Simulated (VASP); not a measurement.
Wanted: the native input for a VASP 6.6.1 run.

```
Task                   : single point
Functional             : PBE
Potentials or basis    : VASP PAW PBE potentials, release 64 (Cd, S)
Cutoff                 : 520 eV
k mesh                 : 8 × 8 × 4
Occupations            : fermi-dirac, width 0.02 eV
Spin                   : no spin polarisation
Dipole correction      : no
Further INCAR settings : ALGO = Normal; EDIFF = 1e-06; NBANDS = 26
```

The structure of CdS lies in POSCAR:

```
CdS
1.0
    4.1347992034      0.0000000000      0.0000000000
   -2.0673996017      3.5808411497      0.0000000000
    0.0000000000      0.0000000000      6.7490000000
Cd S
2 2
Direct
    0.3333333333      0.6666666667      0.0000000000
    0.6666666667      0.3333333333      0.5000000000
    0.3333333333      0.6666666667      0.3850000000
    0.6666666667      0.3333333333      0.8850000000
```

These files were run (other wordings do the same):

INCAR

```
SYSTEM = CdS
ALGO     = Normal         ! electronic algorithm
EDIFF    = 1E-6           ! SCF threshold, eV
ENCUT    = 520            ! plane-wave cutoff, eV
GGA      = PE             ! functional
ISIF     = 2              ! what is computed and relaxed
ISMEAR   = -1             ! smearing method
LASPH    = .TRUE.         ! aspherical terms in the spheres
LCHARG   = .FALSE.        ! write CHGCAR
LREAL    = .FALSE.        ! projectors in reciprocal space
LWAVE    = .FALSE.        ! write WAVECAR
NBANDS   = 26             ! bands
NELM     = 100            ! most SCF steps
PREC     = Accurate       ! precision mode
SIGMA    = 0.02           ! smearing width, eV
```

KPOINTS

```
k-points
0
G
  8 8 4
  0 0 0
```

Potentials or basis: VASP PAW PBE potentials, release 64 (Cd, S).

Run with:

```console
$ cat potpaw_PBE.64/Cd/POTCAR potpaw_PBE.64/S/POTCAR > POTCAR
$ mpirun -np 1 vasp_std > vasp.out
```

It gave:

```json
{
  "Pressure": "2.9 GPa",
  "Largest force": "0.269 eV/Å",
  "Band gap on the k mesh": "1.23 eV, direct"
}
```

Wall time 96 s on 1 thread of AMD EPYC 7R43 64-Core Processor (Zen 3), on a shared host, peak memory 0.2 GiB.
